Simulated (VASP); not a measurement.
# Li in VASP: further runs

Li is run at these levels: PBE; tasks: single point.

Everything below comes from runs of VASP 6.6.1. Logs are shortened: lines on timing, memory, paths and dates and some standing lists are left out, and cuts for length are marked.

## 1. The cell of the first run

The cell holds a slab with vacuum, 26 atoms: a = 20.590 Å, b = 3.432 Å, c = 18.863 Å, α = 90.00°, β = 90.00°, γ = 90.00°.

## 2. Single point, PBE

Input file INCAR:

```
PREC = Accurate
ENCUT = 520
EDIFF = 1E-6
ISMEAR = 0
SIGMA = 0.1
LREAL = Auto
LASPH = T
NELM = 100
ALGO = Normal
ISIF = 2
LWAVE = F
LCHARG = F
LDIPOL = T
IDIPOL = 3
DIPOL = 0.5 0.5 0.233
GGA = PE
NBANDS = 58
```

Input file KPOINTS:

```
regular mesh
0
Gamma
  2 10 1
```

Input file POSCAR:

```
Li
1.0
   20.5896912139      0.0000000000      0.0000000000
    0.0000000000      3.4316152023      0.0000000000
    0.0000000000      0.0000000000     18.8632304046
Li
26
Direct
    0.0000000000      0.0000000000      0.0795197836
    0.0833333333      0.5000000000      0.1704802164
    0.1666666667      0.0000000000      0.0795197836
    0.2500000000      0.5000000000      0.1704802164
    0.3333333333      0.0000000000      0.0795197836
    0.4166666667      0.5000000000      0.1704802164
    0.5000000000      0.0000000000      0.0795197836
    0.5833333333      0.5000000000      0.1704802164
    0.6666666667      0.0000000000      0.0795197836
    0.7500000000      0.5000000000      0.1704802164
    0.8333333333      0.0000000000      0.0795197836
    0.9166666667      0.5000000000      0.1704802164
   -0.0044506504      0.0000000000      0.2633165830
    0.0833333333      0.5000000000      0.3452027660
    0.1711173171      0.0000000000      0.2633165830
    0.2573534324      0.5000000000      0.3544010771
    0.3360746974      0.0000000000      0.2576002639
    0.4173331311      0.5000000000      0.3571073874
    0.5002341155      0.0000000000      0.2599752276
    0.5833333333      0.5000000000      0.3561092124
    0.6664325512      0.0000000000      0.2599752276
    0.7493335356      0.5000000000      0.3571073874
    0.8305919693      0.0000000000      0.2576002639
    0.9093132343      0.5000000000      0.3544010771
    0.0079344941      0.0000000000      0.4402561651
    0.1587321725      0.0000000000      0.4402561651
```

Potentials or basis: VASP PAW PBE potentials, release 64 (Li_sv).

On the command line:

```
$ cat potpaw_PBE.64/Li_sv/POTCAR > POTCAR
$ mpirun -np 1 vasp_std > vasp.out
```

OUTCAR:

```text
PREC = Accurate
   ENCUT = 520
   EDIFF = 1E-6
   ISMEAR = 0
   LREAL = Auto
   LASPH = T
   NELM = 100
   ISIF = 2
   GGA = PE

 ion  position               nearest neighbor table
   1  0.000  0.000  0.080-
   2  0.083  0.500  0.170-
   3  0.167  0.000  0.080-
   4  0.250  0.500  0.170-
   5  0.333  0.000  0.080-
   6  0.417  0.500  0.170-
[... 18 lines left out ...]
  25  0.008  0.000  0.440-
  26  0.159  0.000  0.440-

  LATTYP: Found a simple orthorhombic cell.
 ALAT       =     3.4316152023
 B/A-ratio  =     5.4968955703
 C/A-ratio  =     6.0000000000

  Lattice vectors:

 A1 = (   0.0000000000,   3.4316152023,   0.0000000000)
 A2 = (   0.0000000000,   0.0000000000,  18.8632304046)
 A3 = (  20.5896912139,   0.0000000000,   0.0000000000)

Analysis of symmetry for initial positions (statically):
=====================================================================
 Subroutine PRICEL returns:
 Original cell was already a primitive cell.

 Routine SETGRP: Setting up the symmetry group for a
 simple orthorhombic supercell.

 Subroutine GETGRP returns: Found  4 space group operations
 (whereof  2 operations were pure point group operations)
 out of a pool of  8 trial point group operations.

The static configuration has the point symmetry C_1h.
 The point group associated with its full space group is C_2v.

Analysis of symmetry for dynamics (positions and initial velocities):
=====================================================================
 Subroutine PRICEL returns:
 Original cell was already a primitive cell.

 Routine SETGRP: Setting up the symmetry group for a
 simple orthorhombic supercell.

 Subroutine GETGRP returns: Found  4 space group operations
 (whereof  2 operations were pure point group operations)
 out of a pool of  8 trial point group operations.

The dynamic configuration has the point symmetry C_1h.
 The point group associated with its full space group is C_2v.

 Subroutine INISYM returns: Found  4 space group operations
 (whereof  2 operations are pure point group operations),
 and found     1 'primitive' translations

----------------------------------------------------------------------------------------

                                     Primitive cell

  volume of cell :    1332.7985

  direct lattice vectors                    reciprocal lattice vectors
    20.589691214  0.000000000  0.000000000     0.048567994  0.000000000  0.000000000
     0.000000000  3.431615202  0.000000000     0.000000000  0.291407964  0.000000000
     0.000000000  0.000000000 18.863230405     0.000000000  0.000000000  0.053013189

  length of vectors
    20.589691214  3.431615202 18.863230405     0.048567994  0.291407964  0.053013189

  position of ions in fractional coordinates (direct lattice)
     0.000000000  0.000000000  0.079519784
     0.083333333  0.500000000  0.170480216
     0.166666667  0.000000000  0.079519784
     0.250000000  0.500000000  0.170480216
     0.333333333  0.000000000  0.079519784
     0.416666667  0.500000000  0.170480216
[... 18 lines left out ...]
     0.007934494  0.000000000  0.440256165
     0.158732173  0.000000000  0.440256165

  ion indices of the primitive-cell ions
   primitive index   ion index
                 1           1
                 2           2
                 3           3
                 4           4
                 5           5
                 6           6
[... 18 lines left out ...]
                25          25
                26          26

----------------------------------------------------------------------------------------

 KPOINTS: regular mesh

Automatic generation of k-mesh.
 Grid dimensions read from file:
 generate k-points for:    2   10    1

 Generating k-lattice:

  Cartesian coordinates                     Fractional coordinates (reciprocal lattice)
     0.024283997  0.000000000  0.000000000     0.500000000  0.000000000  0.000000000
     0.000000000  0.029140796  0.000000000     0.000000000  0.100000000  0.000000000
     0.000000000  0.000000000  0.053013189     0.000000000  0.000000000  1.000000000

  Length of vectors
     0.024283997  0.029140796  0.053013189

  Shift w.r.t. Gamma in fractional coordinates (k-lattice)
     0.000000000  0.000000000  0.000000000

 Subroutine IBZKPT returns following result:
 ===========================================

 Found     12 irreducible k-points:

 Following reciprocal coordinates:
            Coordinates               Weight
  0.000000  0.000000  0.000000      1.000000
  0.500000  0.000000  0.000000      1.000000
  0.000000  0.100000  0.000000      2.000000
  0.500000  0.100000  0.000000      2.000000
  0.000000  0.200000  0.000000      2.000000
  0.500000  0.200000  0.000000      2.000000
  0.000000  0.300000  0.000000      2.000000
  0.500000  0.300000  0.000000      2.000000
  0.000000  0.400000  0.000000      2.000000
  0.500000  0.400000  0.000000      2.000000
  0.000000  0.500000  0.000000      1.000000
  0.500000  0.500000  0.000000      1.000000
   k-points           NKPTS =     12   k-points in BZ     NKDIM =     12   number of bands    NBANDS=     58
   number of dos      NEDOS =    301   number of ions     NIONS =     26
   total plane-waves  NPLWV = 627200
   dimension x,y,z NGX =   160 NGY =   28 NGZ =  140
   dimension x,y,z NGXF=   320 NGYF=   56 NGZF=  280
   ions per type =              26
   NGX,Y,Z   is equivalent  to a cutoff of  12.92, 13.56, 12.34 a.u.
   NGXF,Y,Z  is equivalent  to a cutoff of  25.84, 27.13, 24.68 a.u.
 SYSTEM =  unknown system
   PREC   = accura    normal or accurate (medium, high low for compatibility)
   ISTART =      0    job   : 0-new  1-cont  2-samecut
   ICHARG =      2    charge: 1-file 2-atom 10-const
   ISPIN  =      1    spin polarized calculation?
   LNONCOLLINEAR =      F non collinear calculations
   LSORBIT =      F    spin-orbit coupling
   LASPH  =      T    aspherical Exc in radial PAW
   ENCUT  =  520.0 eV  38.22 Ry    6.18 a.u.  38.28  6.38 35.07*2*pi/ulx,y,z
   NELM   =    100;   NELMIN=  2; NELMDL= -5     # of ELM steps
   EDIFF  = 0.1E-05   stopping-criterion for ELM
   LREAL  =      T    real-space projection
   EDIFFG = 0.1E-04   stopping-criterion for IOM
   NSW    =      0    number of steps for IOM
   IBRION =     -1    ionic relax: 0-MD 1-quasi-New 2-CG
   NFREE  =      0    steps in history (QN), initial steepest desc. (CG)
   ISIF   =      2    stress and relaxation
   ISYM   =      2    0-nonsym 1-usesym 2-fastsym
   POTIM  = 0.5000    time-step for ionic-motion
   TEBEG  =    0.0;   TEEND  =   0.0 temperature during run
   PSTRESS=    0.0 pullay stress
   NELECT =      78.0000    total number of electrons
   NUPDOWN=      -1.0000    fix difference up-down
   EMIN   =  10.00;   EMAX   =-10.00  energy-range for DOS
   EFERMI =   0.00;   METHOD = LEGACY
   ISMEAR =     0;   SIGMA  =   0.10  broadening in eV -4-tet -1-fermi 0-gaus
   EFERMI_NEDOS =   21; number of points for ismear=-14 and -15
   IALGO  =     38    algorithm
   IMIX   =      4    mixing-type and parameters
     AMIX     =   0.40;   BMIX     =  1.00
     AMIX_MAG =   1.60;   BMIX_MAG =  1.00
  volume/ion in A,a.u.               =      51.26       345.93
  Fermi-wavevector in a.u.,A,eV,Ry     =   0.635601  1.201113  5.496607  0.403989
  Thomas-Fermi vector in A             =   1.699990
   LORBIT       =      0    0 simple, 1 ext, 2 COOP (PROOUT), +10 PAW based schemes
   GGA     = PE    functional components
   LHFCALC =     F    Hartree Fock is set to
   AEXX    =    0.0000 exact exchange contribution
   IVDW    =     0    specifies the selected vdW correction
   LEPSILON=     F    determine dielectric tensor
   LRPA    =     F    only Hartree local field effects (RPA)
 non-spin polarized calculation
 Gauss-broadening in eV      SIGMA  =   0.10
  energy-cutoff  :      520.00
  volume of cell :     1332.80
 maximum number of plane-waves:     36003
 NGX is ok and might be reduce to   160
   NGX = 77   NGY = 13   NGZ = 71

 dipolmoment           0.000000      0.000000      0.013032 electrons x Angstroem

 number of electron      77.9999969 magnetization

 dipolmoment           0.000000      0.000000     -0.022180 electrons x Angstroem

 Free energy of the ion-electron system (eV)
  ---------------------------------------------------
  ext. energy  EPLUGINS =         0.00000000
  ---------------------------------------------------
  free energy    TOTEN  =       -45.29951769 eV

  energy without entropy =      -45.23703208  energy(sigma->0) =      -45.26827488

 E-fermi :  -1.4211     XC(G=0):  -3.7578

 val. band max:       -1.4331625792   @ k =   0.0000   0.1000   0.0000
 cond. band min:      -1.4107876299   @ k =   0.0000   0.5000   0.0000
 fundamental gap:      0.0223749493
 Fermi energy:        -1.4210742966

 k-point     1 :       0.0000    0.0000    0.0000
  band No.  band energies     occupation
      1     -48.8041      2.00000
      2     -48.8016      2.00000
      3     -48.7491      2.00000
      4     -48.7491      2.00000
      5     -48.7344      2.00000
      6     -48.7072      2.00000
[... 43 lines left out ...]
     50      -0.5125      0.00000
     51      -0.4591      0.00000

 k-point     2 :       0.5000    0.0000    0.0000
  band No.  band energies     occupation
      1     -48.8041      2.00000
      2     -48.8016      2.00000
      3     -48.7492      2.00000
      4     -48.7491      2.00000
      5     -48.7344      2.00000
      6     -48.7072      2.00000
[... 43 lines left out ...]
     50      -0.4449      0.00000
     51      -0.2074      0.00000

 k-point     3 :       0.0000    0.1000    0.0000
  band No.  band energies     occupation
      1     -48.8040      2.00000
      2     -48.8015      2.00000
      3     -48.7490      2.00000
      4     -48.7490      2.00000
      5     -48.7342      2.00000
      6     -48.7071      2.00000
[... 475 lines left out ...]
     50       0.1041      0.00000
     51       0.4749      0.00000

 k-point    12 :       0.5000    0.5000    0.0000
  band No.  band energies     occupation
      1     -48.8025      2.00000
      2     -48.8002      2.00000
      3     -48.7477      2.00000
      4     -48.7477      2.00000
      5     -48.7329      2.00000
      6     -48.7057      2.00000
[... 43 lines left out ...]
     50       0.2784      0.00000
     51       0.3755      0.00000
 [bands above 51 left out]

------------------------ aborting loop because EDIFF is reached ----------------------------------------

 vacuum level on the upper side and lower side of the slab       (xc-potential included)        -0.410        -0.337

  FORCE on cell =-STRESS in cart. coord.  units (eV):
  Direction    XX          YY          ZZ          XY          YZ          ZX
  --------------------------------------------------------------------------------------
  -------------------------------------------------------------------------------------
  Total       -3.4293085     -4.6785731      0.3471372      0.0000000      0.0000000      0.0000000
  in kB       -4.1224240     -5.6241839      0.4172989      0.0000000      0.0000000      0.0000000
  external PRESSURE =      -3.1097697 kB  Pullay stress =       0.0000000 kB

 VOLUME and BASIS-vectors are now :
 -----------------------------------------------------------------------------
  energy-cutoff  :      520.00
  volume of cell :     1332.80
      direct lattice vectors                 reciprocal lattice vectors
    20.589691214  0.000000000  0.000000000     0.048567994  0.000000000  0.000000000
     0.000000000  3.431615202  0.000000000     0.000000000  0.291407964  0.000000000
     0.000000000  0.000000000 18.863230405     0.000000000  0.000000000  0.053013189

 POSITION                                       TOTAL-FORCE (eV/Angst)
 -----------------------------------------------------------------------------------
      0.00000      0.00000      1.50000        -0.008149      0.000000     -0.061900
      1.71581      1.71581      3.21581        -0.000000      0.000000      0.145809
      3.43162      0.00000      1.50000         0.008149      0.000000     -0.061900
      5.14742      1.71581      3.21581         0.020786      0.000000      0.039586
      6.86323      0.00000      1.50000        -0.007406      0.000000     -0.062389
      8.57904      1.71581      3.21581         0.027753      0.000000      0.043094
[... 18 lines left out ...]
      0.16337      0.00000      8.30465        -0.007294      0.000000     -0.002531
      3.26825      0.00000      8.30465         0.007294      0.000000     -0.002531
 -----------------------------------------------------------------------------------
    total drift:                                0.000210     -0.000000     -0.008929

  FREE ENERGIE OF THE ION-ELECTRON SYSTEM (eV)
  ---------------------------------------------------
  free  energy   TOTEN  =       -45.2995176936 eV

  energy  without entropy=      -45.2370320750  energy(sigma->0) =      -45.26827488

 vacuum level on the upper side and lower side of the slab         1.180         1.254
```

Run time: 23 min. Hardware: 1 thread of Intel Xeon 6975P-C (Granite Rapids), shared host; peak memory 1.4 GiB.

Results:

| Item | Value |
| --- | --- |
| Free energy | -45.2995 eV |
| Largest force | 0.146 eV/Å |
| Band gap on the k mesh | zero (band 39 reaches -1.03 eV, above the bottom of band 40 at -2.03 eV) |

Forces in eV/Å, atoms in the order of the input:
```
Li  -0.008  0.000 -0.062
Li   0.000  0.000  0.146
Li   0.008  0.000 -0.062
Li   0.021  0.000  0.040
Li  -0.007  0.000 -0.062
Li   0.028  0.000  0.043
Li   0.011  0.000 -0.075
Li   0.000  0.000  0.069
Li  -0.011  0.000 -0.075
Li  -0.028  0.000  0.043
Li   0.007  0.000 -0.062
Li  -0.021  0.000  0.040
Li   0.000  0.000  0.006
Li   0.000  0.000 -0.004
Li   0.000  0.000  0.006
Li   0.003  0.000  0.004
Li  -0.001  0.000  0.002
Li   0.000  0.000  0.002
Li  -0.001  0.000  0.000
Li   0.000  0.000  0.000
Li   0.001  0.000  0.000
Li   0.000  0.000  0.002
Li   0.001  0.000  0.002
Li  -0.003  0.000  0.004
Li  -0.007  0.000 -0.003
Li   0.007  0.000 -0.003
```

Caveat: the cutoff is under 1.25 times the usual one of these potentials, so pressure, stress and relaxed cells hold a basis-set (Pulay) error.

(Continued in part 2 of 2.)
